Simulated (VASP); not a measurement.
# Ni in VASP: a series of runs

The runs below take Ni through single point, with PBE.

Program: VASP 6.6.1. These are calculated values, not measurements. Logs are shortened: lines on timing, memory, paths and dates and some standing lists are left out, and cuts for length are marked.

## Step 1: The cell of the first run

The cell holds a sheet with vacuum, 1 atom: a = 2.043 Å, b = 2.043 Å, c = 14.000 Å, α = 90.00°, β = 90.00°, γ = 90.00°.

## Step 2: Single point, PBE, collinear spin, ferromagnetic start

File INCAR:

```
ALGO = Normal
DIPOL = 0.5 0.5 0.500
EDIFF = 1E-6
ENCUT = 520
GGA = PE
IDIPOL = 3
ISIF = 2
ISMEAR = 0
ISPIN = 2
LASPH = True
LCHARG = False
LDIPOL = True
LMAXMIX = 4
LORBIT = 11
LREAL = False
LWAVE = False
MAGMOM = 2
NBANDS = 15
NELM = 150
PREC = Accurate
SIGMA = 0.1
```

File KPOINTS:

```
k-points
0
Gamma
  8 8 1
```

File POSCAR:

```
Ni
1.0
    2.0429440000      0.0000000000      0.0000000000
    0.0000000000      2.0429440000      0.0000000000
    0.0000000000      0.0000000000     14.0000000000
Ni
1
Direct
    0.0000000000      0.0000000000      0.5000000000
```

Potentials or basis: VASP PAW PBE potentials, release 64 (Ni).

The run is started by

```
$ cat potpaw_PBE.64/Ni/POTCAR > POTCAR
$ mpirun -np 1 vasp_std > vasp.out
```

OUTCAR:

```text
EDIFF = 1E-6
   ENCUT = 520
   GGA = PE
   ISIF = 2
   ISMEAR = 0
   ISPIN = 2
   LASPH = True
   LORBIT = 11
   LREAL = False
   NELM = 150
   PREC = Accurate

 ion  position               nearest neighbor table
   1  0.000  0.000  0.500-

  LATTYP: Found a simple tetragonal cell.
 ALAT       =     2.0429440000
 C/A-ratio  =     6.8528554870

  Lattice vectors:

 A1 = (   2.0429440000,   0.0000000000,   0.0000000000)
 A2 = (   0.0000000000,   2.0429440000,   0.0000000000)
 A3 = (   0.0000000000,   0.0000000000,  14.0000000000)

Analysis of symmetry for initial positions (statically):
=====================================================================
 Subroutine PRICEL returns:
 Original cell was already a primitive cell.

 Routine SETGRP: Setting up the symmetry group for a
 simple tetragonal supercell.

 Subroutine GETGRP returns: Found 16 space group operations
 (whereof 16 operations were pure point group operations)
 out of a pool of 16 trial point group operations.

The static configuration has the point symmetry D_4h.

Analysis of symmetry for dynamics (positions and initial velocities):
=====================================================================
 Subroutine PRICEL returns:
 Original cell was already a primitive cell.

 Routine SETGRP: Setting up the symmetry group for a
 simple tetragonal supercell.

 Subroutine GETGRP returns: Found 16 space group operations
 (whereof 16 operations were pure point group operations)
 out of a pool of 16 trial point group operations.

The dynamic configuration has the point symmetry D_4h.

Analysis of structural, dynamic, and magnetic symmetry:
=====================================================================
 Subroutine PRICEL returns:
 Original cell was already a primitive cell.

 Routine SETGRP: Setting up the symmetry group for a
 simple tetragonal supercell.

 Subroutine GETGRP returns: Found 16 space group operations
 (whereof 16 operations were pure point group operations)
 out of a pool of 16 trial point group operations.

The overall configuration has the point symmetry D_4h.

 Subroutine INISYM returns: Found 16 space group operations
 (whereof 16 operations are pure point group operations),
 and found     1 'primitive' translations

----------------------------------------------------------------------------------------

                                     Primitive cell

  volume of cell :      58.4307

  direct lattice vectors                    reciprocal lattice vectors
     2.042944000  0.000000000  0.000000000     0.489489678  0.000000000  0.000000000
     0.000000000  2.042944000  0.000000000     0.000000000  0.489489678  0.000000000
     0.000000000  0.000000000 14.000000000     0.000000000  0.000000000  0.071428571

  length of vectors
     2.042944000  2.042944000 14.000000000     0.489489678  0.489489678  0.071428571

  position of ions in fractional coordinates (direct lattice)
     0.000000000  0.000000000  0.500000000

  ion indices of the primitive-cell ions
   primitive index   ion index
                 1           1

----------------------------------------------------------------------------------------

 KPOINTS: k-points

Automatic generation of k-mesh.
 Grid dimensions read from file:
 generate k-points for:    8    8    1

 Generating k-lattice:

  Cartesian coordinates                     Fractional coordinates (reciprocal lattice)
     0.061186210  0.000000000  0.000000000     0.125000000  0.000000000  0.000000000
     0.000000000  0.061186210  0.000000000     0.000000000  0.125000000  0.000000000
     0.000000000  0.000000000  0.071428571     0.000000000  0.000000000  1.000000000

  Length of vectors
     0.061186210  0.061186210  0.071428571

  Shift w.r.t. Gamma in fractional coordinates (k-lattice)
     0.000000000  0.000000000  0.000000000

 Subroutine IBZKPT returns following result:
 ===========================================

 Found     15 irreducible k-points:

 Following reciprocal coordinates:
            Coordinates               Weight
  0.000000  0.000000  0.000000      1.000000
[... 23 lines left out ...]
   PREC   = accura    normal or accurate (medium, high low for compatibility)
   ISTART =      0    job   : 0-new  1-cont  2-samecut
   ICHARG =      2    charge: 1-file 2-atom 10-const
   ISPIN  =      2    spin polarized calculation?
   LNONCOLLINEAR =      F non collinear calculations
   LSORBIT =      F    spin-orbit coupling
   LASPH  =      T    aspherical Exc in radial PAW
   ENCUT  =  520.0 eV  38.22 Ry    6.18 a.u.   3.80  3.80 26.03*2*pi/ulx,y,z
   NELM   =    150;   NELMIN=  2; NELMDL= -5     # of ELM steps
   EDIFF  = 0.1E-05   stopping-criterion for ELM
   LREAL  =      F    real-space projection
   EDIFFG = 0.1E-04   stopping-criterion for IOM
   NSW    =      0    number of steps for IOM
   IBRION =     -1    ionic relax: 0-MD 1-quasi-New 2-CG
   NFREE  =      0    steps in history (QN), initial steepest desc. (CG)
   ISIF   =      2    stress and relaxation
   ISYM   =      2    0-nonsym 1-usesym 2-fastsym
   POTIM  = 0.5000    time-step for ionic-motion
   TEBEG  =    0.0;   TEEND  =   0.0 temperature during run
   PSTRESS=    0.0 pullay stress
   NELECT =      10.0000    total number of electrons
   NUPDOWN=      -1.0000    fix difference up-down
   EMIN   =  10.00;   EMAX   =-10.00  energy-range for DOS
   EFERMI =   0.00;   METHOD = LEGACY
   ISMEAR =     0;   SIGMA  =   0.10  broadening in eV -4-tet -1-fermi 0-gaus
   EFERMI_NEDOS =   21; number of points for ismear=-14 and -15
   IALGO  =     38    algorithm
   IMIX   =      4    mixing-type and parameters
     AMIX     =   0.40;   BMIX     =  1.00
     AMIX_MAG =   1.60;   BMIX_MAG =  1.00
  volume/ion in A,a.u.               =      58.43       394.31
  Fermi-wavevector in a.u.,A,eV,Ry     =   0.908925  1.717618 11.240370  0.826144
  Thomas-Fermi vector in A             =   2.032908
   LORBIT       =     11    0 simple, 1 ext, 2 COOP (PROOUT), +10 PAW based schemes
   GGA     = PE    functional components
   LHFCALC =     F    Hartree Fock is set to
   AEXX    =    0.0000 exact exchange contribution
   IVDW    =     0    specifies the selected vdW correction
   LEPSILON=     F    determine dielectric tensor
   LRPA    =     F    only Hartree local field effects (RPA)
 spin polarized calculation
 Gauss-broadening in eV      SIGMA  =   0.10
  energy-cutoff  :      520.00
  volume of cell :       58.43
 maximum number of plane-waves:      1609
 NGX is ok and might be reduce to    16
   NGX =  7   NGY =  7   NGZ = 53

 dipolmoment           0.000000      0.000000     -0.000000 electrons x Angstroem

 number of electron      10.0000014 magnetization       0.7068165

 dipolmoment           0.000000      0.000000      0.000000 electrons x Angstroem

 Free energy of the ion-electron system (eV)
  ---------------------------------------------------
  ext. energy  EPLUGINS =         0.00000000
  ---------------------------------------------------
  free energy    TOTEN  =        -3.46934355 eV

  energy without entropy =       -3.45920753  energy(sigma->0) =       -3.46427554

 E-fermi :  -2.5031     XC(G=0):  -3.4908

 val. band max:       -2.5237990456   @ k =   0.1250   0.1250   0.0000
 cond. band min:      -2.4669968019   @ k =   0.5000   0.5000   0.0000
 fundamental gap:      0.0568022437
 Fermi energy:        -2.5031060050

 spin component 1

 k-point     1 :       0.0000    0.0000    0.0000
  band No.  band energies     occupation
      1      -9.6006      1.00000
      2      -7.7732      1.00000
      3      -5.2561      1.00000
      4      -3.1927      1.00000
      5      -3.1927      1.00000
      6      -2.6367      0.97062
      7      -2.3760      0.03610
      8       2.3181      0.00000
      9       3.2494      0.00000
     10       3.8785      0.00000
     11       6.5944      0.00000
     12       7.4481      0.00000
     13      11.7398      0.00000
     14      12.6643      0.00000
[... 238 lines left out ...]
      1      -8.5959      1.00000
      2      -5.5400      1.00000
      3      -5.5400      1.00000
      4      -2.9500      1.00000
      5      -1.2816      0.00000
      6       8.2954      0.00000
      7       8.2954      0.00000
      8      13.6331      0.00000
      9      15.3307      0.00000
     10      15.6315      0.00000
     11      15.8943      0.00000
     12      17.4680      0.00000
     13      17.4680      0.00000
     14      19.8347      0.00000
     15      19.8347      0.00000
 Fermi energy:        -2.5031060050

 spin component 2

 k-point     1 :       0.0000    0.0000    0.0000
  band No.  band energies     occupation
      1      -9.5114      1.00000
      2      -7.2521      1.00000
      3      -4.9447      1.00000
      4      -2.4351      0.16808
      5      -2.1433      0.00000
      6      -2.1433      0.00000
      7      -1.6739      0.00000
      8       2.2853      0.00000
      9       3.1920      0.00000
     10       3.8853      0.00000
     11       6.5877      0.00000
     12       7.4214      0.00000
     13      11.7173      0.00000
     14      12.6423      0.00000
[... 239 lines left out ...]
      2      -4.6394      1.00000
      3      -4.6394      1.00000
      4      -2.4670      0.30479
      5      -0.5972      0.00000
      6       8.3825      0.00000
      7       8.3825      0.00000
      8      13.7902      0.00000
      9      15.1686      0.00000
     10      15.6422      0.00000
     11      16.0036      0.00000
     12      17.4865      0.00000
     13      17.4865      0.00000
     14      19.7765      0.00000
     15      19.7765      0.00000

------------------------ aborting loop because EDIFF is reached ----------------------------------------

 vacuum level on the upper side and lower side of the slab       (xc-potential included)        -0.004        -0.004

  FORCE on cell =-STRESS in cart. coord.  units (eV):
  Direction    XX          YY          ZZ          XY          YZ          ZX
  --------------------------------------------------------------------------------------
  -------------------------------------------------------------------------------------
  Total        5.3046420      5.3046420     -0.0023571      0.0000000     -0.0000000      0.0000000
  in kB      145.4540118    145.4540118     -0.0646325      0.0000000     -0.0000000      0.0000000
  external PRESSURE =      96.9477971 kB  Pullay stress =       0.0000000 kB

 VOLUME and BASIS-vectors are now :
 -----------------------------------------------------------------------------
  energy-cutoff  :      520.00
  volume of cell :       58.43
      direct lattice vectors                 reciprocal lattice vectors
     2.042944000  0.000000000  0.000000000     0.489489678  0.000000000  0.000000000
     0.000000000  2.042944000  0.000000000     0.000000000  0.489489678  0.000000000
     0.000000000  0.000000000 14.000000000     0.000000000  0.000000000  0.071428571

 POSITION                                       TOTAL-FORCE (eV/Angst)
 -----------------------------------------------------------------------------------
      0.00000      0.00000      7.00000         0.000000      0.000000      0.000000
 -----------------------------------------------------------------------------------
    total drift:                               -0.000000     -0.000000      0.000000

  FREE ENERGIE OF THE ION-ELECTRON SYSTEM (eV)
  ---------------------------------------------------
  free  energy   TOTEN  =        -3.4693435483 eV

  energy  without entropy=       -3.4592075283  energy(sigma->0) =       -3.46427554

 vacuum level on the upper side and lower side of the slab         2.785         2.785

 total charge

# of ion       s       p       d       tot
------------------------------------------
    1        0.649   0.480   8.463   9.593

 magnetization (x)

# of ion       s       p       d       tot
------------------------------------------
    1        0.004  -0.014   0.731   0.721
```

It took 18 s on 1 thread of Intel Xeon 6975P-C (Granite Rapids), shared host; peak memory 0.19 GiB.

What came out:

* Free energy: -3.4693 eV
* Net moment: 0.71 μB per cell
* Site moments: Ni +0.72 μB
* Valence electrons inside the program's atomic spheres: Ni 9.59

Caveat: the k points lie up to 0.38 Å⁻¹ apart.

(Part 1 of 2 ends here.)
